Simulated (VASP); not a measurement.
# O (R-3m) in VASP: single point with PBEsol+D4

Aim: the single point of O with PBEsol+D4.

Program: VASP 6.6.1. These are calculated values, not measurements. Logs are shortened: lines on timing, memory, paths and dates and some standing lists are left out, and cuts for length are marked.

### Step 1. The cell of the first run

It takes space group R-3m (No. 166, trigonal). The conventional cell has a = 3.070 Å, b = 3.070 Å, c = 7.520 Å, α = 90.00°, β = 90.00°, γ = 120.00°. Within 1.6 Å of O (site symmetry 3m) lie 1 O at 1.21 Å.

### Step 2. Single point, PBEsol+D4

Contents of INCAR:

```
ALGO = Normal
EDIFF = 1E-6
ENCUT = 520
GGA = PS
ISIF = 2
ISMEAR = -1
IVDW = 13
LASPH = T
LCHARG = T
LELF = T
LREAL = F
LVHAR = T
LWAVE = F
NBANDS = 13
NELM = 60
PREC = Accurate
SIGMA = 0.1
```

Contents of KPOINTS:

```
k-points
0
Gamma
  7 7 7
```

Contents of POSCAR:

```
O
1.0
    0.0000000000      2.1708560000      2.1708560000
    2.1708560000      0.0000000000      2.1708560000
    2.1708560000      2.1708560000      0.0000000000
O
2
Direct
    0.1936392671      0.2072911281      0.3954927363
    0.0328465047      0.0464884228     -0.1220990351
```

Potentials or basis: VASP PAW PBE potentials, release 64 (O).

Run with:

```sh
$ cat potpaw_PBE.64/O/POTCAR > POTCAR
$ mpirun -np 1 vasp_std > vasp.out
```

OUTCAR:

```text
EDIFF = 1E-6
   ENCUT = 520
   GGA = PS
   ISIF = 2
   ISMEAR = -1
   IVDW = 13
   LASPH = T
   LREAL = F
   NELM = 60
   PREC = Accurate

 ion  position               nearest neighbor table
   1  0.194  0.207  0.395-   2 1.21
   2  0.033  0.046  0.878-   1 1.21

  LATTYP: Found a face centered cubic cell.
 ALAT       =     4.3417120000

  Lattice vectors:

 A1 = (   0.0000000000,   2.1708560000,   2.1708560000)
 A2 = (   2.1708560000,   0.0000000000,   2.1708560000)
 A3 = (   2.1708560000,   2.1708560000,   0.0000000000)

Analysis of symmetry for initial positions (statically):
=====================================================================
 Subroutine PRICEL returns:
 Original cell was already a primitive cell.

 Routine SETGRP: Setting up the symmetry group for a
 face centered cubic supercell.

 Subroutine GETGRP returns: Found  4 space group operations
 (whereof  1 operations were pure point group operations)
 out of a pool of 48 trial point group operations.

The static configuration has the point symmetry C_1 .
 The point group associated with its full space group is C_2h.

Analysis of symmetry for dynamics (positions and initial velocities):
=====================================================================
 Subroutine PRICEL returns:
 Original cell was already a primitive cell.

 Routine SETGRP: Setting up the symmetry group for a
 face centered cubic supercell.

 Subroutine GETGRP returns: Found  4 space group operations
 (whereof  1 operations were pure point group operations)
 out of a pool of 48 trial point group operations.

The dynamic configuration has the point symmetry C_1 .
 The point group associated with its full space group is C_2h.

 Subroutine INISYM returns: Found  4 space group operations
 (whereof  1 operations are pure point group operations),
 and found     1 'primitive' translations

----------------------------------------------------------------------------------------

                                     Primitive cell

  volume of cell :      20.4608

  direct lattice vectors                    reciprocal lattice vectors
     0.000000000  2.170856000  2.170856000    -0.230323891  0.230323891  0.230323891
     2.170856000  0.000000000  2.170856000     0.230323891 -0.230323891  0.230323891
     2.170856000  2.170856000  0.000000000     0.230323891  0.230323891 -0.230323891

  length of vectors
     3.070053997  3.070053997  3.070053997     0.398932681  0.398932681  0.398932681

  position of ions in fractional coordinates (direct lattice)
     0.193639267  0.207291128  0.395492736
[... 89 lines left out ...]
   NELECT =      12.0000    total number of electrons
   NUPDOWN=      -1.0000    fix difference up-down
   EMIN   =  10.00;   EMAX   =-10.00  energy-range for DOS
   EFERMI =   0.00;   METHOD = LEGACY
   ISMEAR =    -1;   SIGMA  =   0.10  broadening in eV -4-tet -1-fermi 0-gaus
   EFERMI_NEDOS =   21; number of points for ismear=-14 and -15
   IALGO  =     38    algorithm
   IMIX   =      4    mixing-type and parameters
     AMIX     =   0.40;   BMIX     =  1.00
     AMIX_MAG =   1.60;   BMIX_MAG =  1.00
  volume/ion in A,a.u.               =      10.23        69.04
  Fermi-wavevector in a.u.,A,eV,Ry     =   1.370338  2.589563 25.549361  1.877825
  Thomas-Fermi vector in A             =   2.496133
   LORBIT       =      0    0 simple, 1 ext, 2 COOP (PROOUT), +10 PAW based schemes
   GGA     = PS    functional components
   LHFCALC =     F    Hartree Fock is set to
   AEXX    =    0.0000 exact exchange contribution
   IVDW    =    13    specifies the selected vdW correction
   LEPSILON=     F    determine dielectric tensor
   LRPA    =     F    only Hartree local field effects (RPA)
 non-spin polarized calculation
  energy-cutoff  :      520.00
  volume of cell :       20.46
 maximum number of plane-waves:       560
   NGX = 11   NGY = 11   NGZ = 11

 number of electron      11.9999998 magnetization

 Free energy of the ion-electron system (eV)
  ---------------------------------------------------
  ext. energy  EPLUGINS =         0.00000000
  ---------------------------------------------------
  free energy    TOTEN  =        -9.68592651 eV

  energy without entropy =       -9.65834399  energy(sigma->0) =       -9.67213525

 E-fermi :   1.6768     XC(G=0): -10.1203

 val. band max:        1.5985673374   @ k =   0.2857   0.2857  -0.2857
 cond. band min:       1.7707975134   @ k =  -0.2857  -0.4286  -0.2857
 fundamental gap:      0.1722301760
 Fermi energy:         1.6768154669

 k-point     1 :       0.0000    0.0000    0.0000
  band No.  band energies     occupation
      1     -25.9392      2.00000
      2     -10.4309      2.00000
      3      -8.2086      2.00000
      4      -4.4648      2.00000
      5      -4.4647      2.00000
      6       0.8615      1.99942
      7       0.8616      1.99942
      8      10.0293      0.00000
      9      11.0111      0.00000
     10      22.2183      0.00000
     11      22.2186      0.00000
     12      25.5702      0.00000
     13      25.5703      0.00000
[... 354 lines left out ...]
  band No.  band energies     occupation
      1     -25.5000      2.00000
      2     -12.3292      2.00000
      3      -6.7417      2.00000
      4      -6.3470      2.00000
      5      -4.4698      2.00000
      6       0.3322      2.00000
      7       2.5582      0.00030
      8      10.8836      0.00000
      9      13.9416      0.00000
     10      16.3031      0.00000
     11      21.4971      0.00000
     12      23.4521      0.00000
     13      27.2263      0.00000

 [... further k-points ...]

------------------------ aborting loop because EDIFF is reached ----------------------------------------

  DFT-D4 for vdW energy calculation

  Edisp (eV):   -0.09676

  FORCE on cell =-STRESS in cart. coord.  units (eV):
  Direction    XX          YY          ZZ          XY          YZ          ZX
  --------------------------------------------------------------------------------------
  -------------------------------------------------------------------------------------
  Total       1.86464     1.86464     1.86461     0.52226    -0.52205    -0.52205
  in kB     146.00991   146.00991   146.00775    40.89516   -40.87883   -40.87877
  external pressure =      146.01 kB  Pullay stress =        0.00 kB

 VOLUME and BASIS-vectors are now :
 -----------------------------------------------------------------------------
  energy-cutoff  :      520.00
  volume of cell :       20.46
      direct lattice vectors                 reciprocal lattice vectors
     0.000000000  2.170856000  2.170856000    -0.230323891  0.230323891  0.230323891
     2.170856000  0.000000000  2.170856000     0.230323891 -0.230323891  0.230323891
     2.170856000  2.170856000  0.000000000     0.230323891  0.230323891 -0.230323891

 POSITION                                       TOTAL-FORCE (eV/Angst)
 -----------------------------------------------------------------------------------
      1.30856      1.27892      0.87036        -0.809457     -0.809457      0.809783
      2.00672      1.97710      0.17222         0.809457      0.809457     -0.809783
 -----------------------------------------------------------------------------------
    total drift:                               -0.018753      0.011186     -0.010945

  FREE ENERGIE OF THE ION-ELECTRON SYSTEM (eV)
  ---------------------------------------------------
  free  energy   TOTEN  =        -9.7826897031 eV

  energy  without entropy=       -9.7551071848  energy(sigma->0) =       -9.76889844
```

It took 38 s on 1 thread of Oxide Virtual Turin-like, shared host; peak memory 0.11 GiB.

Results:

```
Free energy                : -9.7827 eV
Pressure                   : 14.6 GPa
Largest force              : 1.402 eV/Å
Band gap on the k mesh     : zero (band 6 reaches 2.67 eV, above the bottom of band 7 at 0.86 eV)
Dispersion energy per atom : -0.048 eV
```

Forces on the atoms (eV/Å):
```
O   -0.809 -0.809  0.810
O    0.809  0.809 -0.810
```

Stress tensor (GPa, compression positive):
```
14.60  4.09 -4.09
 4.09 14.60 -4.09
-4.09 -4.09 14.60
```

Levels at points of the mesh, in eV from the Fermi level:
```
           k point  band 3  band 4  band 5  band 6  band 7  band 8  band 9  band 10
(0.00, 0.00, 0.00)   -9.89   -6.14   -6.14   -0.82   -0.82    8.35    9.33    20.54
```

Caveat: the standard files for N, O and F lose accuracy on very short bonds; spin is off for a triplet molecule; the PAW data sets were made with another functional, which shifts forces and pressure a little; pairwise dispersion overbinds metals, which lowers pressure and volume.
